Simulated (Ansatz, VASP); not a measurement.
**SrO: VASP beside Ansatz**

```xyz
2
Lattice="3.1029 0.0000 0.0000 0.0000 3.1029 0.0000 0.0000 0.0000 3.1029" Properties=species:S:1:pos:R:3 pbc="T T T"
Sr    0.0000    0.0000    0.0000
O     1.5514    1.5514    1.5514
```

Alike in both runs: task single point; functional PBE; k mesh 8 × 8 × 8; occupations fermi-dirac, width 0.02 eV; no spin polarisation.

```csv
,VASP,Ansatz
version,VASP 6.6.1,Ansatz 0.2.0
potentials or method,"VASP PAW PBE potentials, release 64 (Sr_sv, O)","plane waves, PAW"
plane-wave cutoff (eV),520,420
valence electrons in the cell,16,16
```

|  | VASP | Ansatz | Ansatz less VASP |
| --- | --- | --- | --- |
| gap on the k mesh at the Fermi level (eV) | 2.75 | 2.80 | +0.056 |
| pressure (GPa) | 3.6 | 2.8 | -0.80 |
